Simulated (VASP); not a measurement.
# Cu (Cmcm) in VASP: further runs

Cu is run at these levels: PBE; tasks: single point.

Everything below comes from runs of VASP 6.6.1. Logs are shortened: lines on timing, memory, paths and dates and some standing lists are left out, and cuts for length are marked.

### Step 1. The cell of the first run

The structure is orthorhombic, space group Cmcm (No. 63). The conventional cell has a = 2.341 Å, b = 7.618 Å, c = 2.514 Å, α = 90.00°, β = 90.00°, γ = 90.00°. Within 3.1 Å of Cu (site symmetry m2m) lie 10 Cu at 2.34 to 2.51 Å.

### Step 2. Single point, PBE (normal strain along x -0.0550, normal strain along y -0.0550)

INCAR

```
  PREC = Accurate
  ENCUT = 520
  EDIFF = 1E-7
  ISMEAR = 0
  SIGMA = 0.15
  LREAL = F
  LASPH = T
  NELM = 80
  ALGO = Fast
  ISIF = 2
  LWAVE = F
  LCHARG = F
  GGA = PE
  NBANDS = 18
```

KPOINTS

```
regular mesh
0
Gamma
  18 18 18
```

POSCAR

```
Cu
1.0
    1.1705160233     -3.8091872976      0.0000000000
    1.1705160233      3.8091872976      0.0000000000
    0.0000000000      0.0000000000      2.5142119659
Cu
2
Direct
    0.1340351705      0.8659648295      0.2500000000
    0.8659648295      0.1340351705      0.7500000000
```

Potentials or basis: VASP PAW PBE potentials, release 64 (Cu).

On the command line:

```
> cat potpaw_PBE.64/Cu/POTCAR > POTCAR
> mpirun -np 1 vasp_std > vasp.out
```

OUTCAR:

```text
PREC = Accurate
   ENCUT = 520
   EDIFF = 1E-7
   ISMEAR = 0
   LREAL = F
   LASPH = T
   NELM = 80
   ISIF = 2
   GGA = PE

 ion  position               nearest neighbor table
   1  0.134  0.866  0.250-   2 2.40   2 2.40   2 2.46   2 2.46   2 2.46   2 2.46
   2  0.866  0.134  0.750-   1 2.40   1 2.40   1 2.46   1 2.46   1 2.46   1 2.46

  LATTYP: Found a base centered orthorhombic cell.
 ALAT       =     2.3410320466
 B/A-ratio  =     3.2542803531
 C/A-ratio  =     1.0739758858

  Lattice vectors:

 A1 = (   1.1705160233,  -3.8091872976,   0.0000000000)
 A2 = (   1.1705160233,   3.8091872976,   0.0000000000)
 A3 = (   0.0000000000,   0.0000000000,   2.5142119659)

Analysis of symmetry for initial positions (statically):
=====================================================================
 Subroutine PRICEL returns:
 Original cell was already a primitive cell.

 Routine SETGRP: Setting up the symmetry group for a
 base centered orthorhombic supercell.

 Subroutine GETGRP returns: Found  8 space group operations
 (whereof  4 operations were pure point group operations)
 out of a pool of  8 trial point group operations.

The static configuration has the point symmetry C_2h.
 The point group associated with its full space group is D_2h.

Analysis of symmetry for dynamics (positions and initial velocities):
=====================================================================
 Subroutine PRICEL returns:
 Original cell was already a primitive cell.

 Routine SETGRP: Setting up the symmetry group for a
 base centered orthorhombic supercell.

 Subroutine GETGRP returns: Found  8 space group operations
 (whereof  4 operations were pure point group operations)
 out of a pool of  8 trial point group operations.

The dynamic configuration has the point symmetry C_2h.
 The point group associated with its full space group is D_2h.

 Subroutine INISYM returns: Found  8 space group operations
 (whereof  4 operations are pure point group operations),
 and found     1 'primitive' translations

----------------------------------------------------------------------------------------

                                     Primitive cell

  volume of cell :      22.4203

  direct lattice vectors                    reciprocal lattice vectors
     1.170516023 -3.809187298  0.000000000     0.427162029 -0.131261595  0.000000000
     1.170516023  3.809187298  0.000000000     0.427162029  0.131261595  0.000000000
     0.000000000  0.000000000  2.514211966     0.000000000  0.000000000  0.397738939

  length of vectors
     3.984973730  3.984973730  2.514211966     0.446874709  0.446874709  0.397738939

  position of ions in fractional coordinates (direct lattice)
     0.134035170  0.865964830  0.250000000
     0.865964830  0.134035170  0.750000000

  ion indices of the primitive-cell ions
   primitive index   ion index
                 1           1
                 2           2

----------------------------------------------------------------------------------------

 KPOINTS: regular mesh

Automatic generation of k-mesh.
 Grid dimensions read from file:
 generate k-points for:   18   18   18

 Generating k-lattice:

  Cartesian coordinates                     Fractional coordinates (reciprocal lattice)
     0.023731224 -0.007292311  0.000000000     0.055555556  0.000000000  0.000000000
     0.023731224  0.007292311  0.000000000     0.000000000  0.055555556  0.000000000
     0.000000000  0.000000000  0.022096608     0.000000000  0.000000000  0.055555556

  Length of vectors
     0.024826373  0.024826373  0.022096608

  Shift w.r.t. Gamma in fractional coordinates (k-lattice)
     0.000000000  0.000000000  0.000000000

 Subroutine IBZKPT returns following result:
 ===========================================

 Found    910 irreducible k-points:

 Following reciprocal coordinates:
            Coordinates               Weight
  0.000000  0.000000  0.000000      1.000000
  0.055556  0.000000  0.000000      4.000000
  0.111111  0.000000  0.000000      4.000000
  0.166667  0.000000  0.000000      4.000000
  0.222222  0.000000  0.000000      4.000000
  0.277778  0.000000  0.000000      4.000000
[... 16 lines left out ...]
 -0.277778  0.055556  0.000000      4.000000
 -0.222222  0.055556  0.000000      4.000000
 [... further k-points ...]
   k-points           NKPTS =    910   k-points in BZ     NKDIM =    910   number of bands    NBANDS=     18
   number of dos      NEDOS =    301   number of ions     NIONS =      2
   total plane-waves  NPLWV =  18000
   dimension x,y,z NGX =    30 NGY =   30 NGZ =   20
   dimension x,y,z NGXF=    60 NGYF=   60 NGZF=   40
   ions per type =               2
   NGX,Y,Z   is equivalent  to a cutoff of  12.52, 12.52, 13.22 a.u.
   NGXF,Y,Z  is equivalent  to a cutoff of  25.03, 25.03, 26.45 a.u.
 SYSTEM =  unknown system
   PREC   = accura    normal or accurate (medium, high low for compatibility)
   ISTART =      0    job   : 0-new  1-cont  2-samecut
   ICHARG =      2    charge: 1-file 2-atom 10-const
   ISPIN  =      1    spin polarized calculation?
   LNONCOLLINEAR =      F non collinear calculations
   LSORBIT =      F    spin-orbit coupling
   LASPH  =      T    aspherical Exc in radial PAW
   ENCUT  =  520.0 eV  38.22 Ry    6.18 a.u.   7.41  7.41  4.67*2*pi/ulx,y,z
   NELM   =     80;   NELMIN=  2; NELMDL= -5     # of ELM steps
   EDIFF  = 0.1E-06   stopping-criterion for ELM
   LREAL  =      F    real-space projection
   EDIFFG = 0.1E-05   stopping-criterion for IOM
   NSW    =      0    number of steps for IOM
   IBRION =     -1    ionic relax: 0-MD 1-quasi-New 2-CG
   NFREE  =      0    steps in history (QN), initial steepest desc. (CG)
   ISIF   =      2    stress and relaxation
   ISYM   =      2    0-nonsym 1-usesym 2-fastsym
   POTIM  = 0.5000    time-step for ionic-motion
   TEBEG  =    0.0;   TEEND  =   0.0 temperature during run
   PSTRESS=    0.0 pullay stress
   NELECT =      22.0000    total number of electrons
   NUPDOWN=      -1.0000    fix difference up-down
   EMIN   =  10.00;   EMAX   =-10.00  energy-range for DOS
   EFERMI =   0.00;   METHOD = LEGACY
   ISMEAR =     0;   SIGMA  =   0.15  broadening in eV -4-tet -1-fermi 0-gaus
   EFERMI_NEDOS =   21; number of points for ismear=-14 and -15
   IALGO  =     68    algorithm
   IMIX   =      4    mixing-type and parameters
     AMIX     =   0.40;   BMIX     =  1.00
     AMIX_MAG =   1.60;   BMIX_MAG =  1.00
  volume/ion in A,a.u.               =      11.21        75.65
  Fermi-wavevector in a.u.,A,eV,Ry     =   1.626804  3.074214 36.007694  2.646491
  Thomas-Fermi vector in A             =   2.719703
   LORBIT       =      0    0 simple, 1 ext, 2 COOP (PROOUT), +10 PAW based schemes
   GGA     = PE    functional components
   LHFCALC =     F    Hartree Fock is set to
   AEXX    =    0.0000 exact exchange contribution
   IVDW    =     0    specifies the selected vdW correction
   LEPSILON=     F    determine dielectric tensor
   LRPA    =     F    only Hartree local field effects (RPA)
 non-spin polarized calculation
 RMM-DIIS sequential band-by-band and
 Gauss-broadening in eV      SIGMA  =   0.15
  energy-cutoff  :      520.00
  volume of cell :       22.42
 maximum number of plane-waves:       620
 NGX is ok and might be reduce to    30
   NGX = 15   NGY = 15   NGZ =  9

 number of electron      21.9999997 magnetization

 Free energy of the ion-electron system (eV)
  ---------------------------------------------------
  ext. energy  EPLUGINS =         0.00000000
  ---------------------------------------------------
  free energy    TOTEN  =        -6.99609816 eV

  energy without entropy =       -6.99027515  energy(sigma->0) =       -6.99318666

 E-fermi :   8.2354     XC(G=0): -12.9937

 val. band max:        8.2252979385   @ k =   0.3889   0.2222   0.0000
 cond. band min:       8.2404046309   @ k =  -0.0556   0.0556   0.0000
 fundamental gap:      0.0151066925
 Fermi energy:         8.2353785825

 k-point     1 :       0.0000    0.0000    0.0000
  band No.  band energies     occupation
      1      -1.4982      2.00000
      2       2.9494      2.00000
      3       3.6771      2.00000
      4       4.2343      2.00000
      5       4.7860      2.00000
      6       5.5547      2.00000
[... 10 lines left out ...]
     17      29.4470      0.00000
     18      30.9289      0.00000

 k-point     2 :       0.0556    0.0000    0.0000
  band No.  band energies     occupation
      1      -1.4002      2.00000
      2       2.9898      2.00000
      3       3.7183      2.00000
      4       4.2735      2.00000
      5       4.7993      2.00000
      6       5.5438      2.00000
[... 10 lines left out ...]
     17      28.1131      0.00000
     18      31.1387      0.00000

 k-point     3 :       0.1111    0.0000    0.0000
  band No.  band energies     occupation
      1      -1.1095      2.00000
      2       3.1017      2.00000
      3       3.8378      2.00000
      4       4.3883      2.00000
      5       4.8373      2.00000
      6       5.4444      2.00000
[... 10 lines left out ...]
     17      27.9514      0.00000
     18      32.8579      0.00000

 k-point     4 :       0.1667    0.0000    0.0000
  band No.  band energies     occupation
      1      -0.6362      2.00000
      2       3.2607      2.00000
      3       4.0166      2.00000
      4       4.5526      2.00000
      5       4.8939      2.00000
      6       5.1036      2.00000
[... 375 lines left out ...]
      4       4.3694      2.00000
      5       5.0663      2.00000
      6       5.2477      2.00000
[... 10 lines left out ...]
     17      28.6253      0.00000
     18      31.6357      0.00000

 k-point    23 :      -0.2778    0.0556    0.0000
  band No.  band energies     occupation
      1       0.1523      2.00000
      2       3.4031      2.00000
      3       4.1524      2.00000
      4       4.5390      2.00000
      5       5.0073      2.00000
      6       5.0225      2.00000
[... 10 lines left out ...]
     17      28.3352      0.00000
     18      31.5626      0.00000

 k-point    24 :      -0.2222    0.0556    0.0000
  band No.  band energies     occupation
      1      -0.5074      2.00000
      2       3.2455      2.00000
      3       3.9633      2.00000
      4       4.6161      2.00000
      5       4.9377      2.00000
      6       5.0008      2.00000
[... 10 lines left out ...]
     17      28.1229      0.00000
     18      31.3319      0.00000

 [... further k-points ...]
[... 5 lines left out ...]
  --------------------------------------------------------------------------------------
  -------------------------------------------------------------------------------------
  Total        3.6953504      3.0062941      1.7672456      0.0000000      0.0000000      0.0000000
  in kB      264.0733864    214.8327390    126.2891146      0.0000000      0.0000000      0.0000000
  external PRESSURE =     201.7317466 kB  Pullay stress =       0.0000000 kB

 VOLUME and BASIS-vectors are now :
 -----------------------------------------------------------------------------
  energy-cutoff  :      520.00
  volume of cell :       22.42
      direct lattice vectors                 reciprocal lattice vectors
     1.170516023 -3.809187298  0.000000000     0.427162029 -0.131261595  0.000000000
     1.170516023  3.809187298  0.000000000     0.427162029  0.131261595  0.000000000
     0.000000000  0.000000000  2.514211966     0.000000000  0.000000000  0.397738939

 POSITION                                       TOTAL-FORCE (eV/Angst)
 -----------------------------------------------------------------------------------
      1.17052      2.78806      0.62855         0.000000      0.193064      0.000000
      1.17052     -2.78806      1.88566         0.000000     -0.193064     -0.000000
 -----------------------------------------------------------------------------------
    total drift:                                0.000000      0.000000      0.000000

  FREE ENERGIE OF THE ION-ELECTRON SYSTEM (eV)
  ---------------------------------------------------
  free  energy   TOTEN  =        -6.9960981601 eV

  energy  without entropy=       -6.9902751547  energy(sigma->0) =       -6.99318666
```

It took 4.5 min on 1 thread of Intel Xeon Platinum 8559C (Emerald Rapids), shared host; peak memory 0.4 GiB.

What came out:

```
Free energy            : -6.9961 eV
Pressure               : 20.2 GPa
Largest force          : 0.193 eV/Å
Band gap on the k mesh : zero (band 11 reaches 12.33 eV, above the bottom of band 12 at 6.56 eV)
```

Forces in eV/Å, atoms in the order of the input:
```
Cu   0.000  0.193  0.000
Cu   0.000 -0.193  0.000
```

Caveat: the cell differs from its parent crystal (normal strain along x -0.0550, normal strain along y -0.0550).

### Step 3. Single point, PBE (normal strain along x +0.0550, normal strain along y -0.1100)

INCAR

```
SYSTEM = Cu
PREC = Accurate
ENCUT = 520
EDIFF = 1E-6
ISMEAR = 0
SIGMA = 0.15
LREAL = .False.
LASPH = .True.
NELM = 100
ALGO = Fast
ISIF = 2
LWAVE = .False.
LCHARG = .True.
GGA = PE
LELF = .True.
LVHAR = .True.
NBANDS = 18
```

KPOINTS

```
Automatic mesh
0
Gamma
  18 18 18
  0 0 0
```

POSCAR

```
Cu
1.0
    1.3067665657     -3.5874885660      0.0000000000
    1.3067665657      3.5874885660      0.0000000000
    0.0000000000      0.0000000000      2.5142119659
Cu
2
Direct
    0.1340351705      0.8659648295      0.2500000000
    0.8659648295      0.1340351705      0.7500000000
```

Potentials or basis: VASP PAW PBE potentials, release 64 (Cu).

On the command line:

```
> cat potpaw_PBE.64/Cu/POTCAR > POTCAR
> mpirun -np 1 vasp_std > vasp.out
```

Wall time 3.3 min (1 thread of Intel Xeon Platinum 8559C (Emerald Rapids), shared host); peak memory 0.41 GiB.

The run converged. Its results:

```yaml
Free_energy: -6.9245 eV
Pressure: 14.7 GPa
Largest_force: 0.727 eV/Å
Band_gap_on_the_k_mesh: zero (band 11 reaches 10.93 eV, above the bottom of band 12 at 5.94 eV)
```

Forces in eV/Å, atoms in the order of the input:
```
Cu   0.000 -0.727  0.000
Cu   0.000  0.727  0.000
```

Stress tensor (GPa, compression positive):
```
-2.35  0.00  0.00
 0.00 29.14  0.00
 0.00  0.00 17.46
```

Levels at points of the mesh, in eV from the Fermi level:
```
           k point  band 7  band 8  band 9  band 10  band 11  band 12  band 13  band 14  band 15  band 16
(0.00, 0.00, 0.00)   -2.47   -2.41   -2.15    -1.92    -1.33     1.74     7.29    13.82    15.72    16.59
(0.50, 0.00, 0.00)   -2.87   -2.56   -2.14    -1.56    -0.97     0.50     2.66     7.29    15.39    17.93
(0.50, 0.50, 0.00)   -2.74   -2.35   -2.32    -2.15    -1.71    -1.56    12.01    17.32    17.51    18.12
(0.00, 0.00, 0.50)   -2.83   -2.83   -1.70    -1.70    -0.22    -0.22     9.91     9.91    11.51    11.51
(0.50, 0.00, 0.50)   -1.85   -1.85   -1.60    -1.60     2.84     2.84     6.94     6.94     9.48     9.48
(0.50, 0.50, 0.50)   -2.27   -2.27   -1.66    -1.66    -0.84    -0.84     4.11     4.11    19.71    19.71
```

Caveat: the cell differs from its parent crystal (normal strain along x +0.0550, normal strain along y -0.1100).

(Part 1 of 2 ends here.)
